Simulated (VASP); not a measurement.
# NbAl2N3 (P-3m1) in VASP: further runs, part 2 of 3

VASP 6.6.1.

### 3 Relaxation of cell and atoms, PBE

This run uses another cell than the first one, of 11.16 Å³/atom, 0.994 times its volume.

INCAR reads:

```
PREC = Accurate
ENCUT = 600
EDIFF = 1E-6
ISMEAR = 0
SIGMA = 0.15
LREAL = False
LASPH = True
NELM = 60
ALGO = Normal
ISIF = 3
LWAVE = False
LCHARG = False
GGA = PE
IBRION = 2
NSW = 36
EDIFFG = -0.08
```

KPOINTS reads:

```
Automatic mesh
0
Gamma
  4 4 2
```

POSCAR reads:

```
NbAl2N3
1.0
    3.1256290800      0.0000000000      0.0000000000
   -1.5628145400      2.7068741900      0.0000000000
    0.0000000000      0.0000000000      7.9142531200
Al Nb N
2 1 3
Direct
    0.3333333300      0.6666666700      0.3920000000
    0.6666666700      0.3333333300      0.6080000000
    0.0000000000      0.0000000000      0.0000000000
    0.3333333300      0.6666666700      0.1520000000
    0.6666666700      0.3333333300      0.8480000000
    0.0000000000      0.0000000000      0.5000000000
```

Potentials or basis: VASP PAW PBE potentials, release 64 (Al, Nb_sv, N).

Started as:

```
> cat potpaw_PBE.64/Al/POTCAR potpaw_PBE.64/Nb_sv/POTCAR potpaw_PBE.64/N/POTCAR > POTCAR
> mpirun -np 1 vasp_std > vasp.out
```

OUTCAR:

```text
PREC = Accurate
   ENCUT = 600
   EDIFF = 1E-6
   ISMEAR = 0
   LREAL = False
   LASPH = True
   NELM = 60
   ISIF = 3
   GGA = PE
   IBRION = 2
   NSW = 36
   EDIFFG = -0.08

 ion  position               nearest neighbor table
   1  0.333  0.667  0.392-   4 1.90   6 2.00   6 2.00   6 2.00   2 2.49   2 2.49   2 2.49
   2  0.667  0.333  0.608-   5 1.90   6 2.00   6 2.00   6 2.00   1 2.49   1 2.49   1 2.49
   3  0.000  0.000  0.000-   4 2.17   5 2.17   5 2.17   4 2.17   5 2.17   4 2.17
   4  0.333  0.667  0.152-   1 1.90   3 2.17   3 2.17   3 2.17
   5  0.667  0.333  0.848-   2 1.90   3 2.17   3 2.17   3 2.17
   6  0.000  0.000  0.500-   1 2.00   2 2.00   2 2.00   1 2.00   2 2.00   1 2.00

  LATTYP: Found a hexagonal cell.
 ALAT       =     3.1256290800
 C/A-ratio  =     2.5320512823

  Lattice vectors:

 A1 = (   3.1256290800,   0.0000000000,   0.0000000000)
 A2 = (  -1.5628145400,   2.7068741900,   0.0000000000)
 A3 = (   0.0000000000,   0.0000000000,   7.9142531200)

Analysis of symmetry for initial positions (statically):
=====================================================================
 Subroutine PRICEL returns:
 Original cell was already a primitive cell.

 Routine SETGRP: Setting up the symmetry group for a
 hexagonal supercell.

 Subroutine GETGRP returns: Found 12 space group operations
 (whereof 12 operations were pure point group operations)
 out of a pool of 24 trial point group operations.

The static configuration has the point symmetry D_3d.

Analysis of symmetry for dynamics (positions and initial velocities):
=====================================================================
 Subroutine PRICEL returns:
 Original cell was already a primitive cell.

 Routine SETGRP: Setting up the symmetry group for a
 hexagonal supercell.

 Subroutine GETGRP returns: Found 12 space group operations
 (whereof 12 operations were pure point group operations)
 out of a pool of 24 trial point group operations.

The dynamic configuration has the point symmetry D_3d.

 Subroutine INISYM returns: Found 12 space group operations
 (whereof 12 operations are pure point group operations),
 and found     1 'primitive' translations

----------------------------------------------------------------------------------------

                                     Primitive cell

  volume of cell :      66.9600

  direct lattice vectors                    reciprocal lattice vectors
     3.125629080  0.000000000  0.000000000     0.319935595  0.184714902  0.000000000
    -1.562814540  2.706874190  0.000000000     0.000000000  0.369429803  0.000000000
     0.000000000  0.000000000  7.914253120     0.000000000  0.000000000  0.126354311

  length of vectors
     3.125629080  3.125629083  7.914253120     0.369429804  0.369429803  0.126354311

  position of ions in fractional coordinates (direct lattice)
     0.333333330  0.666666670  0.392000000
     0.666666670  0.333333330  0.608000000
     0.000000000  0.000000000  0.000000000
     0.333333330  0.666666670  0.152000000
     0.666666670  0.333333330  0.848000000
     0.000000000  0.000000000  0.500000000

  ion indices of the primitive-cell ions
   primitive index   ion index
                 1           1
                 2           2
                 3           3
                 4           4
[... 44 lines left out ...]
   ions per type =               2   1   3
   NGX,Y,Z   is equivalent  to a cutoff of  14.89, 14.89, 13.44 a.u.
   NGXF,Y,Z  is equivalent  to a cutoff of  29.79, 29.79, 26.89 a.u.
 SYSTEM =  unknown system
   PREC   = accura    normal or accurate (medium, high low for compatibility)
   ISTART =      0    job   : 0-new  1-cont  2-samecut
   ICHARG =      2    charge: 1-file 2-atom 10-const
   ISPIN  =      1    spin polarized calculation?
   LNONCOLLINEAR =      F non collinear calculations
   LSORBIT =      F    spin-orbit coupling
   LASPH  =      T    aspherical Exc in radial PAW
   ENCUT  =  600.0 eV  44.10 Ry    6.64 a.u.   6.24  6.24 15.81*2*pi/ulx,y,z
   NELM   =     60;   NELMIN=  2; NELMDL= -5     # of ELM steps
   EDIFF  = 0.1E-05   stopping-criterion for ELM
   LREAL  =      F    real-space projection
   EDIFFG = -.8E-01   stopping-criterion for IOM
   NSW    =     36    number of steps for IOM
   IBRION =      2    ionic relax: 0-MD 1-quasi-New 2-CG
   NFREE  =      1    steps in history (QN), initial steepest desc. (CG)
   ISIF   =      3    stress and relaxation
   ISYM   =      2    0-nonsym 1-usesym 2-fastsym
   POTIM  = 0.5000    time-step for ionic-motion
   TEBEG  =    0.0;   TEEND  =   0.0 temperature during run
   PSTRESS=    0.0 pullay stress
   NELECT =      34.0000    total number of electrons
   NUPDOWN=      -1.0000    fix difference up-down
   EMIN   =  10.00;   EMAX   =-10.00  energy-range for DOS
   EFERMI =   0.00;   METHOD = LEGACY
   ISMEAR =     0;   SIGMA  =   0.15  broadening in eV -4-tet -1-fermi 0-gaus
   EFERMI_NEDOS =   21; number of points for ismear=-14 and -15
   IALGO  =     38    algorithm
   IMIX   =      4    mixing-type and parameters
     AMIX     =   0.40;   BMIX     =  1.00
     AMIX_MAG =   1.60;   BMIX_MAG =  1.00
  volume/ion in A,a.u.               =      11.16        75.31
  Fermi-wavevector in a.u.,A,eV,Ry     =   1.306059  2.468093 23.208668  1.705789
  Thomas-Fermi vector in A             =   2.436886
   LORBIT       =      0    0 simple, 1 ext, 2 COOP (PROOUT), +10 PAW based schemes
   GGA     = PE    functional components
   LHFCALC =     F    Hartree Fock is set to
   AEXX    =    0.0000 exact exchange contribution
   IVDW    =     0    specifies the selected vdW correction
   LEPSILON=     F    determine dielectric tensor
   LRPA    =     F    only Hartree local field effects (RPA)
 conjugate gradient relaxation of ions
 non-spin polarized calculation
 Gauss-broadening in eV      SIGMA  =   0.15
  energy-cutoff  :      600.00
  volume of cell :       66.96
 maximum number of plane-waves:      2251
 NGX is ok and might be reduce to    28
   NGX = 13   NGY = 13   NGZ = 31

--------------------------------------- Ionic step        1  -------------------------------------------

 number of electron      34.0000001 magnetization

 Free energy of the ion-electron system (eV)
  ---------------------------------------------------
  ext. energy  EPLUGINS =         0.00000000
  ---------------------------------------------------
  free energy    TOTEN  =       -45.73416267 eV

  energy without entropy =      -45.70238143  energy(sigma->0) =      -45.71827205

------------------------ aborting loop because EDIFF is reached ----------------------------------------

  FORCE on cell =-STRESS in cart. coord.  units (eV):
  Direction    XX          YY          ZZ          XY          YZ          ZX
  --------------------------------------------------------------------------------------
  -------------------------------------------------------------------------------------
  Total        3.8311485      3.8311485     -1.5056605      0.0000000      0.0000000      0.0000000
  in kB       91.6693446     91.6693449    -36.0265105      0.0000000      0.0000000      0.0000000
  external PRESSURE =      49.1040597 kB  Pullay stress =       0.0000000 kB
[... 101 lines left out ...]
  FREE ENERGIE OF THE ION-ELECTRON SYSTEM (eV)
  ---------------------------------------------------
  free  energy   TOTEN  =       -46.3058608860 eV

  energy  without entropy=      -46.2615260027  energy(sigma->0) =      -46.28369344

 E-fermi :   9.9068     XC(G=0): -11.4225

 val. band max:        9.8238021257   @ k =   0.2500   0.2500   0.0000
 cond. band min:       9.9944618964   @ k =   0.2500   0.0000   0.0000
 fundamental gap:      0.1706597707
 Fermi energy:         9.9067676290

 k-point     1 :       0.0000    0.0000    0.0000
  band No.  band energies     occupation
      1     -46.3084      2.00000
      2     -22.4147      2.00000
      3     -22.0579      2.00000
      4     -22.0579      2.00000
      5      -9.0785      2.00000
      6      -6.2956      2.00000
[... 181 lines left out ...]
     20      12.4308      0.00000
     21      12.4428      0.00000

[... ionic steps 4 to 9 ...]

--------------------------------------- Ionic step       10  -------------------------------------------

 number of electron      34.0000000 magnetization

------------------------ aborting loop because EDIFF is reached ----------------------------------------
[... 75 lines left out ...]
--------------------------------------- Ionic step       12  -------------------------------------------

 number of electron      34.0000000 magnetization

 Free energy of the ion-electron system (eV)
  ---------------------------------------------------
  ext. energy  EPLUGINS =         0.00000000
  ---------------------------------------------------
  free energy    TOTEN  =       -46.53273654 eV

  energy without entropy =      -46.52039799  energy(sigma->0) =      -46.52656726

 E-fermi :  10.0695     XC(G=0): -11.5222

 val. band max:        9.9184081443   @ k =   0.2500   0.2500   0.0000
 cond. band min:      10.2184058298   @ k =   0.2500   0.0000   0.0000
 fundamental gap:      0.2999976855
 Fermi energy:        10.0695442332

 k-point     1 :       0.0000    0.0000    0.0000
  band No.  band energies     occupation
      1     -46.0077      2.00000
      2     -22.1270      2.00000
      3     -21.7164      2.00000
      4     -21.7164      2.00000
      5      -9.0954      2.00000
      6      -6.0882      2.00000
[... 214 lines left out ...]
  FREE ENERGIE OF THE ION-ELECTRON SYSTEM (eV)
  ---------------------------------------------------
  free  energy   TOTEN  =       -46.5327365434 eV

  energy  without entropy=      -46.5203979854  energy(sigma->0) =      -46.52656726

 reached required accuracy - stopping structural energy minimisation
```

CONTCAR:

```text
NbAl2N3
   1.00000000000000
     3.0752183050944457   -0.0000000000000000   -0.0000000000000000
    -1.5376091525472229    2.6632171781114873    0.0000000000000000
    -0.0000000000000000    0.0000000000000000    8.1979001896977284
  Al              Nb              N
     2     1     3
Direct
     0.3333333300000021    0.6666666699999979    0.3676948847351936
     0.6666666699999979    0.3333333300000021    0.6323051152648065
     1.0000000000000000    1.0000000000000000    0.0000000000000000
     0.3333333300000021    0.6666666699999979    0.1497371142076299
     0.6666666699999979    0.3333333300000021    0.8502628857923701
     1.0000000000000000    1.0000000000000000    0.5000000000000000

  0.00000000E+00  0.00000000E+00  0.00000000E+00
  0.00000000E+00  0.00000000E+00  0.00000000E+00
  0.00000000E+00  0.00000000E+00  0.00000000E+00
  0.00000000E+00  0.00000000E+00  0.00000000E+00
  0.00000000E+00  0.00000000E+00  0.00000000E+00
  0.00000000E+00  0.00000000E+00  0.00000000E+00
```

Wall time 2.1 min (1 thread of AMD EPYC 7R43 (Zen 3), shared host); peak memory 0.2 GiB.

Results:

```yaml
Free_energy: -46.5327 eV
Relaxed_volume: 11.19 Å³/atom
Relaxed_cell: a = 3.075 Å, b = 3.075 Å, c = 8.198 Å, α = 90.00°, β = 90.00°, γ = 120.00°
Space_group_after_relaxing_to_0.05_Å: P-3m1 (No. 164)
Energy_gained_by_relaxing: 133.1 meV/atom
Ionic_steps: 12
Pressure_after_relaxing: 0.1 GPa
Largest_force_after_relaxing: 0.012 eV/Å
Band_gap_on_the_k_mesh: zero (band 17 reaches 10.40 eV, above the bottom of band 18 at 9.78 eV)
```

Forces in eV/Å, atoms in the order of the input:
```
Al   0.000  0.000 -0.012
Al   0.000  0.000  0.012
Nb   0.000  0.000  0.000
N    0.000  0.000 -0.009
N    0.000  0.000  0.009
N    0.000  0.000  0.000
```

The path:
```tsv
step	energy change (eV)	largest force (eV/Å)	pressure (GPa)	volume (Å³)
1	0.0000	4.5105	4.91	66.96
2	0.3497	6.3025	1.76	70.29
3	-0.5717	1.0763	-0.54	68.54
4	-0.7290	0.4778	-1.81	68.51
5	-0.7617	0.6381	-2.10	68.47
6	-0.7748	0.7464	1.78	66.94
7	-0.7847	0.2998	0.14	67.52
8	-0.7965	0.1433	-0.29	67.32
9	-0.7965	0.1444	-0.28	67.32
10	-0.7977	0.1621	0.24	67.11
11	-0.7978	0.1247	0.11	67.16
12	-0.7986	0.0117	0.07	67.14
```

Final structure:
```
Al Nb N
1.0
     3.07522    0.00000    0.00000
    -1.53761    2.66322    0.00000
     0.00000    0.00000    8.19790
Al Nb N
2 1 3
Direct
  0.33333 0.66667 0.36769
  0.66667 0.33333 0.63231
  0.00000 0.00000 0.00000
  0.33333 0.66667 0.14974
  0.66667 0.33333 0.85026
  0.00000 0.00000 0.50000
```

Caveat: the k points lie up to 0.59 Å⁻¹ apart in the final cell; the relaxation stopped at a loose force limit of 0.08 eV/Å, so its end isn't a converged minimum.

### 4 Single point, PBE

This run uses another cell than the first one, of 9.27 Å³/atom, 0.826 times its volume.

INCAR reads:

```
ALGO = Normal
EDIFF = 1E-6
ENCUT = 600
GGA = PE
GGA_COMPAT = F
ISIF = 2
ISMEAR = 0
LASPH = T
LCHARG = T
LELF = T
LREAL = F
LVHAR = T
LWAVE = F
NBANDS = 26
NELM = 120
PREC = Accurate
SIGMA = 0.15
```

KPOINTS reads:

```
k-points
0
Gamma
  4 4 2
```

POSCAR reads:

```
NbAl2N3
1.0
    2.9075690163      0.0000000000      0.0000000000
   -1.4537845081      2.5180286314      0.0000000000
    0.0000000000      0.0000000000      7.5955198010
Al Nb N
2 1 3
Direct
    0.3333333333      0.6666666667      0.1546534335
    0.6666666667      0.3333333333      0.8453465665
    0.0000000000      0.0000000000      0.5000000000
    0.3333333333      0.6666666667      0.6967291085
    0.6666666667      0.3333333333      0.3032708915
    0.0000000000      0.0000000000      0.0000000000
```

Started as:

```
> cat potpaw_PBE.64/Al/POTCAR potpaw_PBE.64/Nb_sv/POTCAR potpaw_PBE.64/N/POTCAR > POTCAR
> mpirun -np 1 vasp_std > vasp.out
```

Wall time 8.1 s (1 thread of Intel Xeon 6975P-C (Granite Rapids), shared host); peak memory 0.18 GiB.

It converged, with:

```
Free energy            : -49.2466 eV
Pressure               : -1.0 GPa
Largest force          : 0.060 eV/Å
Band gap on the k mesh : 0.56 eV, indirect (least direct gap 0.65 eV)
```

Forces on the atoms (eV/Å):
```
Al   0.000  0.000  0.048
Al   0.000  0.000 -0.048
Nb   0.000  0.000  0.000
N    0.000  0.000 -0.060
N    0.000  0.000  0.060
N    0.000  0.000  0.000
```

Stress tensor (GPa, compression positive):
```
-1.09  0.00  0.00
 0.00 -1.09  0.00
 0.00  0.00 -0.87
```

Levels at points of the mesh, in eV from the valence-band top:
```tsv
k point	band 13	band 14	band 15	band 16	band 17	band 18	band 19	band 20	band 21	band 22
(0.00, 0.00, 0.00)	-2.19	-1.68	-1.40	-1.40	-0.94	0.62	0.62	3.37	3.37	4.34
(0.50, 0.00, 0.00)	-3.79	-3.70	-2.80	-2.56	-2.29	2.91	3.79	4.35	4.43	5.11
(0.00, 0.00, 0.50)	-1.81	-1.81	-1.79	-1.79	-0.14	0.66	0.66	3.41	3.41	4.80
(0.50, 0.00, 0.50)	-4.19	-3.64	-2.97	-2.89	-2.01	3.50	3.87	4.42	4.53	5.06
```

Caveat: the k points lie up to 0.62 Å⁻¹ apart. As with any semilocal functional, this PBE gap is likely too small.

### 5 Single point, PBE

This run uses another cell than the first one, of 9.25 Å³/atom, 0.824 times its volume.

INCAR reads:

```
SYSTEM = NbAl2N3
PREC = Accurate ; ENCUT = 600
EDIFF = 1E-6 ; ISMEAR = 0
SIGMA = 0.15 ; LREAL = .False.
LASPH = .True. ; NELM = 120
ALGO = Normal ; ISIF = 2
LWAVE = .False. ; LCHARG = .True.
GGA = PE ; LELF = .True.
LVHAR = .True. ; NBANDS = 26
GGA_COMPAT = .False.
```

KPOINTS reads:

```
regular mesh
0
Gamma
  4 4 2
  0 0 0
```

POSCAR reads:

```
NbAl2N3
1.0
    2.9052670919      0.0000000000      0.0000000000
   -1.4526335459      2.5160351063      0.0000000000
    0.0000000000      0.0000000000      7.5930378092
Al Nb N
2 1 3
Direct
    0.6666666667      0.3333333333      0.6549073961
    0.3333333333      0.6666666667      0.3450926039
    0.0000000000      0.0000000000      0.0000000000
    0.6666666667      0.3333333333      0.1963752283
    0.3333333333      0.6666666667      0.8036247717
    0.0000000000      0.0000000000      0.5000000000
```

Started as:

```
> cat potpaw_PBE.64/Al/POTCAR potpaw_PBE.64/Nb_sv/POTCAR potpaw_PBE.64/N/POTCAR > POTCAR
> mpirun -np 1 vasp_std > vasp.out
```

Wall time 7.7 s (1 thread of Intel Xeon 6975P-C (Granite Rapids), shared host); peak memory 0.18 GiB.

The run converged. Its results:

```
Free energy            : -49.2472 eV
Pressure               : -0.5 GPa
Largest force          : 0.008 eV/Å
Band gap on the k mesh : 0.55 eV, indirect (least direct gap 0.65 eV)
```

Forces in eV/Å, atoms in the order of the input:
```
Al   0.000  0.000  0.004
Al   0.000  0.000 -0.004
Nb   0.000  0.000  0.000
N    0.000  0.000 -0.008
N    0.000  0.000  0.008
N    0.000  0.000  0.000
```

Levels at points of the mesh, in eV from the valence-band top:
```
           k point  band 14  band 15  band 16  band 17  band 18  band 19  band 20  band 21
(0.00, 0.00, 0.00)    -1.70    -1.41    -1.41    -0.94     0.62     0.62     3.38     3.38
(0.50, 0.00, 0.00)    -3.70    -2.81    -2.57    -2.30     2.92     3.80     4.37     4.45
(0.00, 0.00, 0.50)    -1.83    -1.78    -1.78    -0.14     0.66     0.66     3.42     3.42
(0.50, 0.00, 0.50)    -3.66    -2.97    -2.91    -2.02     3.51     3.88     4.44     4.55
```

Caveat: the k points lie up to 0.62 Å⁻¹ apart. PBE gaps usually lie below the measured ones, often by a third to a half.

(Continued in part 3 of 3.)
